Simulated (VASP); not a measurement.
# Li4TmGe (Cmmm) in VASP: notebook

Runs on Li4TmGe. Level: PBE. Tasks: relaxation of shape and atoms at fixed volume.

Program: VASP 6.6.1. These are calculated values, not measurements. Logs are shortened: lines on timing, memory, paths and dates and some standing lists are left out, and cuts for length are marked.

## (1) The cell of the first run

The structure is orthorhombic, space group Cmmm (No. 65). Conventional cell: a = 4.088 Å, b = 13.345 Å, c = 4.071 Å, α = 90.00°, β = 90.00°, γ = 90.00°. Within 3.8 Å of Li (site symmetry m2m) lie 8 Li at 2.89 to 3.03 Å and 2 Tm at 3.01 Å and 2 Ge at 3.02 Å. Within 3.8 Å of Li (site symmetry m2m) lie 8 Li at 2.89 to 2.97 Å and 2 Ge at 3.06 Å and 2 Tm at 3.07 Å. Tm (site symmetry mmm) has 4 Ge at 2.88 Å and 8 Li at 3.01 to 3.07 Å within 3.8 Å. Ge (site symmetry mmm) has 4 Tm at 2.88 Å and 8 Li at 3.02 to 3.06 Å within 3.8 Å.

## (2) Relaxation of shape and atoms at fixed volume, PBE (18.51 Å³/atom)

Contents of INCAR:

```
ALGO     = Normal         # electronic algorithm
EDIFF    = 1E-7           # SCF threshold, eV
EDIFFG   = -0.01          # ionic threshold
ENCUT    = 750            # plane-wave cutoff, eV
GGA      = PE             # functional
GGA_COMPAT= False        
IBRION   = 2              # ionic algorithm
ISIF     = 4              # what is computed and relaxed
ISMEAR   = 0              # smearing method
LASPH    = True           # aspherical terms in the spheres
LCHARG   = False          # write CHGCAR
LMAXMIX  = 6              # l up to which the mixer works
LREAL    = False          # projectors in reciprocal space
LWAVE    = False          # write WAVECAR
NELM     = 200            # most SCF steps
NELMIN   = 4            
NSW      = 50             # ionic steps
PREC     = Accurate       # precision mode
SIGMA    = 0.1            # smearing width, eV
```

Contents of KPOINTS:

```
k-points
0
Gamma
  8 8 8
```

Contents of POSCAR:

```
Li4TmGe
1.0
    2.0440312328     -6.6727038510      0.0000000000
    2.0440312328      6.6727038510      0.0000000000
    0.0000000000      0.0000000000      4.0705935458
Li Tm Ge
4 1 1
Direct
    0.3337909873      0.6662090127      0.0000000000
    0.8283167404      0.1716832596      0.5000000000
    0.1716832596      0.8283167404      0.5000000000
    0.6662090127      0.3337909873      0.0000000000
    0.5000000000      0.5000000000      0.5000000000
    0.0000000000      0.0000000000      0.0000000000
```

Potentials or basis: VASP PAW PBE potentials, release 64 (Li_sv, Tm_3, Ge_d), 4f in core.

Launch:

```sh
$ cat potpaw_PBE.64/Li_sv/POTCAR potpaw_PBE.64/Tm_3/POTCAR potpaw_PBE.64/Ge_d/POTCAR > POTCAR
$ mpirun -np 1 vasp_std > vasp.out
```

OUTCAR:

```text
EDIFF = 1E-7
   EDIFFG = -0.01
   ENCUT = 750
   GGA = PE
   IBRION = 2
   ISIF = 4
   ISMEAR = 0
   LASPH = True
   LREAL = False
   NELM = 200
   NELMIN = 4
   NSW = 50
   PREC = Accurate

 ion  position               nearest neighbor table
   1  0.334  0.666  0.000-   5 3.01   5 3.01
   2  0.828  0.172  0.500-   5 3.07   5 3.07
   3  0.172  0.828  0.500-   5 3.07   5 3.07
   4  0.666  0.334  0.000-   5 3.01   5 3.01
   5  0.500  0.500  0.500-   6 2.88   6 2.88   6 2.88   6 2.88   4 3.01   4 3.01   1 3.01   1 3.01
                             3 3.07   2 3.07   3 3.07   2 3.07
   6  0.000  0.000  0.000-   5 2.88   5 2.88   5 2.88   5 2.88

  LATTYP: Found a base centered orthorhombic cell.
 ALAT       =     4.0880624656
 B/A-ratio  =     3.2644823347
 C/A-ratio  =     0.9957268462

  Lattice vectors:

 A1 = (   2.0440312328,  -6.6727038510,   0.0000000000)
 A2 = (   2.0440312328,   6.6727038510,   0.0000000000)
 A3 = (   0.0000000000,   0.0000000000,   4.0705935458)

Analysis of symmetry for initial positions (statically):
=====================================================================
 Subroutine PRICEL returns:
 Original cell was already a primitive cell.

 Routine SETGRP: Setting up the symmetry group for a
 base centered orthorhombic supercell.

 Subroutine GETGRP returns: Found  8 space group operations
 (whereof  8 operations were pure point group operations)
 out of a pool of  8 trial point group operations.

The static configuration has the point symmetry D_2h.

Analysis of symmetry for dynamics (positions and initial velocities):
=====================================================================
 Subroutine PRICEL returns:
 Original cell was already a primitive cell.

 Routine SETGRP: Setting up the symmetry group for a
 base centered orthorhombic supercell.

 Subroutine GETGRP returns: Found  8 space group operations
 (whereof  8 operations were pure point group operations)
 out of a pool of  8 trial point group operations.

The dynamic configuration has the point symmetry D_2h.

 Subroutine INISYM returns: Found  8 space group operations
 (whereof  8 operations are pure point group operations),
 and found     1 'primitive' translations

----------------------------------------------------------------------------------------

                                     Primitive cell

  volume of cell :     111.0394

  direct lattice vectors                    reciprocal lattice vectors
     2.044031233 -6.672703851  0.000000000     0.244614658 -0.074932143  0.000000000
     2.044031233  6.672703851  0.000000000     0.244614658  0.074932143  0.000000000
     0.000000000  0.000000000  4.070593546     0.000000000  0.000000000  0.245664419

  length of vectors
     6.978756362  6.978756362  4.070593546     0.255834237  0.255834237  0.245664419

  position of ions in fractional coordinates (direct lattice)
     0.333790987  0.666209013  0.000000000
     0.828316740  0.171683260  0.500000000
     0.171683260  0.828316740  0.500000000
     0.666209013  0.333790987  0.000000000
     0.500000000  0.500000000  0.500000000
     0.000000000  0.000000000  0.000000000

  ion indices of the primitive-cell ions
   primitive index   ion index
                 1           1
                 2           2
                 3           3
                 4           4
                 5           5
                 6           6

----------------------------------------------------------------------------------------

 KPOINTS: k-points

Automatic generation of k-mesh.
 Grid dimensions read from file:
 generate k-points for:    8    8    8

 Generating k-lattice:

  Cartesian coordinates                     Fractional coordinates (reciprocal lattice)
     0.030576832 -0.009366518  0.000000000     0.125000000  0.000000000  0.000000000
     0.030576832  0.009366518  0.000000000     0.000000000  0.125000000  0.000000000
     0.000000000  0.000000000  0.030708052     0.000000000  0.000000000  0.125000000

  Length of vectors
     0.031979280  0.031979280  0.030708052

  Shift w.r.t. Gamma in fractional coordinates (k-lattice)
     0.000000000  0.000000000  0.000000000

 Subroutine IBZKPT returns following result:
 ===========================================

 Found    105 irreducible k-points:

 Following reciprocal coordinates:
            Coordinates               Weight
  0.000000  0.000000  0.000000      1.000000
  0.125000  0.000000  0.000000      4.000000
  0.250000  0.000000  0.000000      4.000000
  0.375000 -0.000000  0.000000      4.000000
  0.500000  0.000000  0.000000      2.000000
  0.125000  0.125000  0.000000      2.000000
[... 16 lines left out ...]
  0.125000  0.000000  0.125000      8.000000
  0.250000  0.000000  0.125000      8.000000
 [... further k-points ...]
   k-points           NKPTS =    105   k-points in BZ     NKDIM =    105   number of bands    NBANDS=     21
   number of dos      NEDOS =    301   number of ions     NIONS =      6
   total plane-waves  NPLWV = 147456
   dimension x,y,z NGX =    64 NGY =   64 NGZ =   36
   dimension x,y,z NGXF=   128 NGYF=  128 NGZF=   72
   ions per type =               4   1   1
   NGX,Y,Z   is equivalent  to a cutoff of  15.25, 15.25, 14.70 a.u.
   NGXF,Y,Z  is equivalent  to a cutoff of  30.49, 30.49, 29.41 a.u.
 SYSTEM =  unknown system
   PREC   = accura    normal or accurate (medium, high low for compatibility)
   ISTART =      0    job   : 0-new  1-cont  2-samecut
   ICHARG =      2    charge: 1-file 2-atom 10-const
   ISPIN  =      1    spin polarized calculation?
   LNONCOLLINEAR =      F non collinear calculations
   LSORBIT =      F    spin-orbit coupling
   LASPH  =      T    aspherical Exc in radial PAW
   ENCUT  =  750.0 eV  55.12 Ry    7.42 a.u.  15.58 15.58  9.09*2*pi/ulx,y,z
   NELM   =    200;   NELMIN=  4; NELMDL= -5     # of ELM steps
   EDIFF  = 0.1E-06   stopping-criterion for ELM
   LREAL  =      F    real-space projection
   EDIFFG = -.1E-01   stopping-criterion for IOM
   NSW    =     50    number of steps for IOM
   IBRION =      2    ionic relax: 0-MD 1-quasi-New 2-CG
   NFREE  =      1    steps in history (QN), initial steepest desc. (CG)
   ISIF   =      4    stress and relaxation
   ISYM   =      2    0-nonsym 1-usesym 2-fastsym
   POTIM  = 0.5000    time-step for ionic-motion
   TEBEG  =    0.0;   TEEND  =   0.0 temperature during run
   PSTRESS=    0.0 pullay stress
   NELECT =      35.0000    total number of electrons
   NUPDOWN=      -1.0000    fix difference up-down
   EMIN   =  10.00;   EMAX   =-10.00  energy-range for DOS
   EFERMI =   0.00;   METHOD = LEGACY
   ISMEAR =     0;   SIGMA  =   0.10  broadening in eV -4-tet -1-fermi 0-gaus
   EFERMI_NEDOS =   21; number of points for ismear=-14 and -15
   IALGO  =     38    algorithm
   IMIX   =      4    mixing-type and parameters
     AMIX     =   0.40;   BMIX     =  1.00
     AMIX_MAG =   1.60;   BMIX_MAG =  1.00
  volume/ion in A,a.u.               =      18.51       124.89
  Fermi-wavevector in a.u.,A,eV,Ry     =   1.114137  2.105413 16.888919  1.241301
  Thomas-Fermi vector in A             =   2.250729
   LORBIT       =      0    0 simple, 1 ext, 2 COOP (PROOUT), +10 PAW based schemes
   GGA     = PE    functional components
   LHFCALC =     F    Hartree Fock is set to
   AEXX    =    0.0000 exact exchange contribution
   IVDW    =     0    specifies the selected vdW correction
   LEPSILON=     F    determine dielectric tensor
   LRPA    =     F    only Hartree local field effects (RPA)
 conjugate gradient relaxation of ions
 non-spin polarized calculation
 Gauss-broadening in eV      SIGMA  =   0.10
  energy-cutoff  :      750.00
  volume of cell :      111.04
 maximum number of plane-waves:      5208
 NGX is ok and might be reduce to    64
   NGX = 31   NGY = 31   NGZ = 19

--------------------------------------- Ionic step        1  -------------------------------------------

 number of electron      34.9999999 magnetization

 Free energy of the ion-electron system (eV)
  ---------------------------------------------------
  ext. energy  EPLUGINS =         0.00000000
  ---------------------------------------------------
  free energy    TOTEN  =       -17.91540523 eV

  energy without entropy =      -17.90148834  energy(sigma->0) =      -17.90844678

------------------------ aborting loop because EDIFF is reached ----------------------------------------

  FORCE on cell =-STRESS in cart. coord.  units (eV):
  Direction    XX          YY          ZZ          XY          YZ          ZX
  --------------------------------------------------------------------------------------
  -------------------------------------------------------------------------------------
  Total        1.7484206      1.2051277      1.6726049      0.0000000      0.0000000      0.0000000
  in kB       25.2278005     17.3886776     24.1338631      0.0000000      0.0000000      0.0000000
  external PRESSURE =      22.2501137 kB  Pullay stress =       0.0000000 kB
[... 101 lines left out ...]
  FREE ENERGIE OF THE ION-ELECTRON SYSTEM (eV)
  ---------------------------------------------------
  free  energy   TOTEN  =       -17.9195333838 eV

  energy  without entropy=      -17.9059738010  energy(sigma->0) =      -17.91275359

[... ionic steps 4 to 8 ...]

--------------------------------------- Ionic step        9  -------------------------------------------

 number of electron      34.9999997 magnetization

------------------------ aborting loop because EDIFF is reached ----------------------------------------
[... 75 lines left out ...]
--------------------------------------- Ionic step       11  -------------------------------------------

 number of electron      35.0000003 magnetization

 Free energy of the ion-electron system (eV)
  ---------------------------------------------------
  ext. energy  EPLUGINS =         0.00000000
  ---------------------------------------------------
  free energy    TOTEN  =       -17.92161199 eV

  energy without entropy =      -17.90933443  energy(sigma->0) =      -17.91547321

 E-fermi :   2.7353     XC(G=0):  -8.8522

 val. band max:        2.7065827418   @ k =   0.2500   0.0000   0.0000
 cond. band min:       2.7495580015   @ k =   0.1250   0.1250   0.3750
 fundamental gap:      0.0429752597
 Fermi energy:         2.7353442806

 k-point     1 :       0.0000    0.0000    0.0000
  band No.  band energies     occupation
      1     -43.7478      2.00000
      2     -43.7385      2.00000
      3     -43.4793      2.00000
      4     -43.4710      2.00000
      5     -22.8883      2.00000
      6     -22.6554      2.00000
[... 565 lines left out ...]
     20       4.2604      0.00000
     21       5.0203      0.00000

 [... further k-points ...]

------------------------ aborting loop because EDIFF is reached ----------------------------------------

  FORCE on cell =-STRESS in cart. coord.  units (eV):
  Direction    XX          YY          ZZ          XY          YZ          ZX
  --------------------------------------------------------------------------------------
  -------------------------------------------------------------------------------------
  Total        1.2301030      1.2317399      1.2392436      0.0000000      0.0000000      0.0000000
  in kB       17.7490432     17.7726624     17.8809322      0.0000000      0.0000000      0.0000000
  external PRESSURE =      17.8008793 kB  Pullay stress =       0.0000000 kB
[... 21 lines left out ...]
  FREE ENERGIE OF THE ION-ELECTRON SYSTEM (eV)
  ---------------------------------------------------
  free  energy   TOTEN  =       -17.9216119937 eV

  energy  without entropy=      -17.9093344304  energy(sigma->0) =      -17.91547321

 reached required accuracy - stopping structural energy minimisation
```

It took 79 min on 1 thread of AMD EPYC 7R43 (Zen 3), shared host; peak memory 0.69 GiB.

Results:

```
Free energy                  : -17.9216 eV
Energy gained by relaxing    : 1.0 meV/atom
Ionic steps                  : 11
Pressure after relaxing      : 1.8 GPa
Largest force after relaxing : 0.006 eV/Å
Band gap on the k mesh       : zero (an odd number of electrons rules out a gap without spin polarisation)
```

Forces on the atoms (eV/Å):
```
Li   0.000 -0.003  0.000
Li   0.000 -0.006  0.000
Li   0.000  0.006  0.000
Li   0.000  0.003  0.000
Tm   0.000  0.000  0.000
Ge   0.000  0.000  0.000
```

The path:
```csv
step,energy change (eV),largest force (eV/Å),pressure (GPa),volume (Å³)
1,0.0000,0.0387,2.23,111.04
2,-0.0015,0.0363,2.17,111.04
3,-0.0041,0.0295,1.97,111.04
4,-0.0022,0.0307,1.61,111.04
5,-0.0045,0.0261,1.86,111.04
6,-0.0048,0.0216,1.85,111.04
7,-0.0053,0.0196,1.83,111.04
8,-0.0055,0.0408,1.80,111.04
9,-0.0055,0.0323,1.81,111.04
10,-0.0058,0.0250,1.80,111.04
11,-0.0062,0.0057,1.78,111.04
```

Final structure:
```cif
data_structure
_symmetry_space_group_name_H-M 'P 1'
_symmetry_Int_Tables_number 1
_cell_length_a 6.8832
_cell_length_b 6.8832
_cell_length_c 4.0528
_cell_angle_alpha 90.000
_cell_angle_beta 90.000
_cell_angle_gamma 144.670
_cell_volume 111.04
loop_
_atom_site_label
_atom_site_type_symbol
_atom_site_fract_x
_atom_site_fract_y
_atom_site_fract_z
_atom_site_occupancy
Li1 Li 0.33063 0.66937 0.00000 1
Li2 Li 0.82946 0.17054 0.50000 1
Li3 Li 0.17054 0.82946 0.50000 1
Li4 Li 0.66937 0.33063 0.00000 1
Tm1 Tm 0.50000 0.50000 0.50000 1
Ge1 Ge 0.00000 0.00000 0.00000 1
```

Caveat: spin-orbit coupling is left out, which moves the levels of the heavy elements; the 4f electrons are frozen in the core, so they carry no moment and show no levels. Spin polarisation is off, so any magnetic state and its effect on volume and gap are missing.

(Part 1 of 2 ends here.)

The gap in the log of VASP goes by the Fermi energy; the results here count the filled bands.